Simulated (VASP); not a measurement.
Write the native input for VASP 6.6.1 that does the following.

```yaml
Task: single point
Functional: PBE
Potentials_or_basis: VASP PAW PBE potentials, release 64 (B)
Cutoff: 520 eV
k_mesh: 30 × 30 × 30
Occupations: gaussian, width 0.1 eV
Spin: no spin polarisation
Dipole_correction: no
Further_INCAR_settings: ALGO = Normal; EDIFF = 1e-06; NBANDS = 8
```

The structure of B lies in POSCAR:

```
B
1.0
   -1.0063769770      1.0063769770      1.4532863751
    1.0063769770     -1.0063769770      1.4532863751
    1.0063769770      1.0063769770     -1.4532863751
B
1
Direct
    0.0000000000      0.0000000000      0.0000000000
```

This isn't the form of B at room conditions, which is rhombohedral.

One way to write it, as run:

INCAR

```
SYSTEM = B
PREC = Accurate ; ENCUT = 520
EDIFF = 1E-6 ; ISMEAR = 0
SIGMA = 0.1 ; LREAL = .FALSE.
LASPH = .TRUE. ; NELM = 100
ALGO = Normal ; ISIF = 2
LWAVE = .FALSE. ; LCHARG = .FALSE.
GGA = PE ; NBANDS = 8
```

KPOINTS

```
regular mesh
0
G
  30 30 30
  0 0 0
```

Potentials or basis: VASP PAW PBE potentials, release 64 (B).

Run with:

```console
$ cat potpaw_PBE.64/B/POTCAR > POTCAR
$ mpirun -np 1 vasp_std > vasp.out
```

Results of the run:

- Pressure: 0.0 GPa
- Band gap on the k mesh: zero (an odd number of electrons rules out a gap without spin polarisation)

It took 37 s on 1 thread of Intel Xeon 8259CL, with other jobs on the host, peak memory 0.18 GiB.
